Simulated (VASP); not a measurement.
A run of VASP 6.6.1 is set up as follows.

File POSCAR:

```
CsLiBr3
1.0
    7.5844730000      0.0000000000      0.0000000000
   -3.7922370000      6.5683510000      0.0000000000
    0.0000000000      0.0000000000      6.4893990000
Cs Br Li
2 6 2
Direct
    0.6667000000      0.3333000000      0.2500000000
    0.3334000000      0.6667000000      0.7500000000
    0.1667000000      0.8333000000      0.2500000000
    0.3334000000      0.1667000000      0.7500000000
    0.1667000000      0.3334000000      0.2500000000
    0.8333000000      0.1667000000      0.7500000000
    0.6666000000      0.8333000000      0.2500000000
    0.8333000000      0.6666000000      0.7500000000
    0.0000000000      0.0000000000      0.0000000000
    0.0000000000      0.0000000000      0.5000000000
```

File INCAR.step1:

```
SYSTEM = CsLiBr3
PREC = Accurate
ENCUT = 650
EDIFF = 1E-5
ISMEAR = -1
SIGMA = 0.1
LREAL = .FALSE.
LASPH = .TRUE.
NELM = 120
ALGO = Normal
ISIF = 2
LWAVE = .TRUE.
LCHARG = .FALSE.
GGA = PE
NBANDS = 44
GGA_COMPAT = .FALSE.
KPAR = 2
NCORE = 2
```

Contents of INCAR.step2:

```
SYSTEM = CsLiBr3
PREC = Accurate
ENCUT = 650
EDIFF = 1E-6
ISMEAR = -1
SIGMA = 0.1
LREAL = .FALSE.
LASPH = .TRUE.
NELM = 120
ALGO = Normal
ISIF = 2
LWAVE = .FALSE.
LCHARG = .FALSE.
GGA = PE
LHFCALC = .TRUE.
HFSCREEN = 0.2079
PRECFOCK = Fast
ISTART = 1
NBANDS = 44
GGA_COMPAT = .FALSE.
KPAR = 2
NCORE = 2
```

Contents of KPOINTS:

```
Automatic mesh
0
G
  2 2 2
  0 0 0
```

Potentials or basis: VASP PAW PBE potentials, release 64 (Cs_sv, Br, Li_sv).

Launch:

```sh
$ cat potpaw_PBE.64/Cs_sv/POTCAR potpaw_PBE.64/Br/POTCAR potpaw_PBE.64/Li_sv/POTCAR > POTCAR
$ cp INCAR.step1 INCAR
$ mpirun -np 4 vasp_std > vasp.out
$ cp INCAR.step2 INCAR
$ mpirun -np 4 vasp_std > vasp.out
```

Estimate the largest force.

0.103 eV/Å.

Estimate the pressure.

-0.6 GPa.

What does it give for the band gap on the k mesh?

Zero (bands 33 and 34 overlap by 0.17 eV).

Stress tensor (GPa, compression positive):
```
-1.11  0.00  0.00
 0.00 -1.11  0.00
 0.00  0.00  0.53
```

Caveat: the k points lie up to 0.48 Å⁻¹ apart; the PAW data sets were made with another functional, which shifts forces and pressure a little; spin-orbit coupling is left out, which moves the levels of the heavy elements.
